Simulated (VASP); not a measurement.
**Cl: single point with r2SCAN+rVV10**

Crystal: Cl.

```xyz
4
Lattice="3.1252 -2.0072 0.0000 3.1252 2.0072 0.0000 0.0000 0.0000 8.1466" Properties=species:S:1:pos:R:3 pbc="T T T"
Cl    3.1252   -1.5080    4.9489
Cl    3.1252    1.5080    3.1977
Cl    3.1252   -0.4993    0.8756
Cl    3.1252    0.4993    7.2710
```

```yaml
Program: VASP 6.6.1
Task: single point
Functional: r2SCAN
Dispersion: rVV10
Potentials_or_basis: VASP PAW PBE potentials, release 64 (Cl)
Cutoff: 520 eV
k_mesh: 6 × 6 × 4
Occupations: fermi-dirac, width 0.02 eV
Spin: no spin polarisation
Dipole_correction: no
Further_INCAR_settings: ALGO = Normal; EDIFF = 1e-06; NBANDS = 22
```

```
Pressure               : -0.4 GPa
Largest force          : 0.182 eV/Å
Band gap on the k mesh : 2.58 eV
```

Forces on the atoms (eV/Å):
```
Cl   0.000 -0.088 -0.160
Cl   0.000  0.088  0.160
Cl   0.000  0.088 -0.160
Cl   0.000 -0.088  0.160
```

Stress tensor (GPa, compression positive):
```
-0.10  0.00  0.00
 0.00 -0.34  0.00
 0.00  0.00 -0.91
```

Levels at points of the mesh, in eV from the valence-band top:
```tsv
k point	band 11	band 12	band 13	band 14	band 15	band 16	band 17	band 18
(0.00, 0.00, 0.00)	-0.98	-0.44	-0.11	0.00	2.58	3.58	7.63	7.74
(0.50, 0.00, 0.00)	-1.00	-1.00	-0.31	-0.31	3.32	3.32	8.53	8.53
(0.50, 0.50, 0.00)	-1.67	-1.24	-0.52	-0.28	2.66	3.31	8.79	8.81
(0.00, 0.00, 0.50)	-0.86	-0.86	-0.06	-0.06	3.02	3.02	8.00	8.00
(0.50, 0.00, 0.50)	-0.72	-0.72	-0.07	-0.07	3.00	3.00	8.84	8.84
(0.50, 0.50, 0.50)	-1.00	-1.00	-0.93	-0.93	2.92	2.92	9.41	9.41
```

Run time: 2.6 min on 1 thread of Intel(R) Xeon(R) 6975P-C (Granite Rapids), with other jobs on the host, peak memory 0.43 GiB.

Caveat: the PAW data sets were made with another functional, which shifts forces and pressure a little. A k mesh can miss the band edges.
